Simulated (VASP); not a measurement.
The system is Si13Ge51.

```xyz
64
Lattice="11.2541 0.0000 0.0000 0.0000 11.2541 0.0000 0.0000 0.0000 11.2541" Properties=species:S:1:pos:R:3 pbc="T T T"
Si    0.0322   11.2251   11.2263
Si    0.0030    0.0236    5.6417
Si    5.6500    5.6527   11.2502
Si    1.4140    1.3788    6.9878
Si    1.4091    7.0306    1.4442
Si    2.8351    2.8477   11.2435
Si    8.4249    2.7897    0.0042
Si    8.4437    2.7899    5.6283
Si    8.4429   11.2431    8.4438
Si    8.4540    5.6156    2.8326
Si    8.4208    5.6130    8.4688
Si   11.2480    2.8235    8.4489
Si    7.0716    4.2252    9.8501
Ge   11.2392    5.6317    0.0123
Ge    0.0110    5.6024    5.6369
Ge    5.5875    0.0116   11.2427
Ge    5.6077   11.2263    5.6433
Ge    5.6217    5.6379    5.6438
Ge    1.4203    1.4395    1.3939
Ge    1.3799    7.0237    7.0382
Ge    7.0238    1.4240    1.4004
Ge    7.0324    1.3788    7.0605
Ge    7.0512    7.0088    1.4173
Ge    7.0014    7.0077    7.0255
Ge    2.8130    2.8285    5.6263
Ge    2.7995    8.4344    0.0237
Ge    2.7965    8.4192    5.6410
Ge    8.4169    8.3925    0.0079
Ge    8.4693    8.4202    5.6575
Ge    4.1872    4.2251    1.4073
Ge    4.1987    4.2295    6.9969
Ge    4.2657    9.8390    1.3396
Ge    4.2292    9.8561    7.0451
Ge    9.8608    4.1944    1.4369
Ge    9.8362    4.2063    7.0595
Ge    9.8186    9.8379    1.3980
Ge    9.8520    9.8502    7.0416
Ge    2.8112    0.0173    2.8037
Ge    2.7767   11.2413    8.4227
Ge    2.8212    5.6427    2.8092
Ge    2.8230    5.6321    8.4120
Ge    8.4573    0.0515    2.8266
Ge    4.1689    1.3943    4.2067
Ge    4.2028    1.4176    9.8182
Ge    4.2244    7.0265    4.2163
Ge    4.1910    7.0367    9.8452
Ge    9.8498    1.4132    4.1940
Ge    9.8671    1.4133    9.8348
Ge    9.8868    7.0563    4.2655
Ge    9.8488    7.0084    9.8951
Ge   11.2537    2.8098    2.7882
Ge    0.0150    8.4611    2.8062
Ge    0.0099    8.4620    8.4024
Ge    5.6421    2.7886    2.8047
Ge    5.6430    2.8131    8.4567
Ge    5.6306    8.4320    2.7987
Ge    5.5899    8.4330    8.4492
Ge    1.4109    4.2270    4.2297
Ge    1.4309    4.2077    9.8158
Ge    1.4071    9.8336    4.1902
Ge    1.3834    9.8342    9.8663
Ge    7.0205    4.2429    4.2382
Ge    6.9981    9.8665    4.2158
Ge    7.0184    9.8287    9.8369
```

```yaml
Program: VASP 6.6.1
Task: relaxation of volume and atoms at fixed shape
Functional: PBEsol
Potentials_or_basis: VASP PAW PBE potentials, release 64 (Si, Ge_d)
Cutoff: 550 eV
k_mesh: 1 × 1 × 1, shifted
Occupations: fermi-dirac, width 0.05 eV
Spin: no spin polarisation
```

At the start: pressure -0.3 GPa; volume 22.27 Å³/atom.

Task: Where does the relaxation end?

Result: Over 13 steps the energy falls by 12.4 meV/atom and the volume is 22.14 Å³/atom (-0.6 %); space group P1 (No. 1, to 0.1 Å) before and after.

Step by step:
```csv
step,energy change (eV),largest force (eV/Å),pressure (GPa),volume (Å³)
1,0.0000,0.9884,-0.27,1425.37
2,-0.6311,0.4034,0.00,1417.71
3,-0.6569,0.3155,0.10,1415.80
4,-0.7360,0.1631,-0.02,1417.98
5,-0.7588,0.2309,-0.12,1419.84
6,-0.7803,0.0956,0.06,1416.32
7,-0.7821,0.0923,0.15,1414.73
8,-0.7889,0.0712,-0.06,1418.71
9,-0.7889,0.0709,-0.06,1418.81
10,-0.7918,0.0354,-0.01,1417.52
11,-0.7920,0.0499,0.04,1416.75
12,-0.7939,0.0307,0.02,1417.13
13,-0.7941,0.0284,0.02,1417.25
```

Final structure:
```yaml
crystal:
  lattice:
    - [11.23265, 0.00000, 0.00000]
    - [0.00000, 11.23265, 0.00000]
    - [0.00000, 0.00000, 11.23265]
  atoms:
    - { symbol: Si, position: [0.99844, 0.00139, 0.99878] }
    - { symbol: Si, position: [0.00040, 0.00289, 0.50234] }
    - { symbol: Si, position: [0.50274, 0.49656, 0.99835] }
    - { symbol: Si, position: [0.12008, 0.12525, 0.62541] }
    - { symbol: Si, position: [0.12422, 0.62474, 0.12515] }
    - { symbol: Si, position: [0.24887, 0.24969, 0.99837] }
    - { symbol: Si, position: [0.74935, 0.25190, 0.99688] }
    - { symbol: Si, position: [0.75121, 0.24902, 0.50108] }
    - { symbol: Si, position: [0.75146, 0.00127, 0.74993] }
    - { symbol: Si, position: [0.74974, 0.49773, 0.24952] }
    - { symbol: Si, position: [0.74835, 0.49554, 0.75271] }
    - { symbol: Si, position: [0.99916, 0.24698, 0.74892] }
    - { symbol: Si, position: [0.62790, 0.37679, 0.87811] }
    - { symbol: Ge, position: [0.00084, 0.50002, 0.00138] }
    - { symbol: Ge, position: [0.99751, 0.49807, 0.50115] }
    - { symbol: Ge, position: [0.50001, 0.00108, 0.99836] }
    - { symbol: Ge, position: [0.50061, 0.00071, 0.50115] }
    - { symbol: Ge, position: [0.50138, 0.49934, 0.49967] }
    - { symbol: Ge, position: [0.12431, 0.12524, 0.12028] }
    - { symbol: Ge, position: [0.12413, 0.62466, 0.62557] }
    - { symbol: Ge, position: [0.62709, 0.12823, 0.12213] }
    - { symbol: Ge, position: [0.62919, 0.12598, 0.62654] }
    - { symbol: Ge, position: [0.62509, 0.61969, 0.12487] }
    - { symbol: Ge, position: [0.62722, 0.62208, 0.62871] }
    - { symbol: Ge, position: [0.24680, 0.24754, 0.50208] }
    - { symbol: Ge, position: [0.24765, 0.74744, 0.00156] }
    - { symbol: Ge, position: [0.24857, 0.75065, 0.49954] }
    - { symbol: Ge, position: [0.74977, 0.74883, 0.99959] }
    - { symbol: Ge, position: [0.75084, 0.74941, 0.50136] }
    - { symbol: Ge, position: [0.37451, 0.37473, 0.11981] }
    - { symbol: Ge, position: [0.37576, 0.37398, 0.62492] }
    - { symbol: Ge, position: [0.37535, 0.87427, 0.12411] }
    - { symbol: Ge, position: [0.37364, 0.87554, 0.62604] }
    - { symbol: Ge, position: [0.87112, 0.37409, 0.12440] }
    - { symbol: Ge, position: [0.87257, 0.37143, 0.62840] }
    - { symbol: Ge, position: [0.87713, 0.87670, 0.12274] }
    - { symbol: Ge, position: [0.87588, 0.87964, 0.62539] }
    - { symbol: Ge, position: [0.24912, 0.00050, 0.24851] }
    - { symbol: Ge, position: [0.24582, 0.00274, 0.74892] }
    - { symbol: Ge, position: [0.24847, 0.50089, 0.24698] }
    - { symbol: Ge, position: [0.25001, 0.49833, 0.75082] }
    - { symbol: Ge, position: [0.75141, 0.00164, 0.24943] }
    - { symbol: Ge, position: [0.37475, 0.12536, 0.37482] }
    - { symbol: Ge, position: [0.37324, 0.12797, 0.87513] }
    - { symbol: Ge, position: [0.37479, 0.62488, 0.37445] }
    - { symbol: Ge, position: [0.37716, 0.62188, 0.87831] }
    - { symbol: Ge, position: [0.87611, 0.12572, 0.37927] }
    - { symbol: Ge, position: [0.87454, 0.12578, 0.87481] }
    - { symbol: Ge, position: [0.87277, 0.62224, 0.37246] }
    - { symbol: Ge, position: [0.87283, 0.62167, 0.87280] }
    - { symbol: Ge, position: [0.99895, 0.24939, 0.24900] }
    - { symbol: Ge, position: [0.00084, 0.74874, 0.24833] }
    - { symbol: Ge, position: [0.99830, 0.75047, 0.75020] }
    - { symbol: Ge, position: [0.50057, 0.25161, 0.24908] }
    - { symbol: Ge, position: [0.50400, 0.25308, 0.75294] }
    - { symbol: Ge, position: [0.50095, 0.74869, 0.24903] }
    - { symbol: Ge, position: [0.50005, 0.74941, 0.75152] }
    - { symbol: Ge, position: [0.12426, 0.37476, 0.37458] }
    - { symbol: Ge, position: [0.12353, 0.37033, 0.87422] }
    - { symbol: Ge, position: [0.12210, 0.87825, 0.37671] }
    - { symbol: Ge, position: [0.12246, 0.87656, 0.87730] }
    - { symbol: Ge, position: [0.62976, 0.37412, 0.37598] }
    - { symbol: Ge, position: [0.62561, 0.87490, 0.37493] }
    - { symbol: Ge, position: [0.62762, 0.87721, 0.87287] }
```

Caveat: the PAW data sets were made with another functional, which shifts forces and pressure a little.
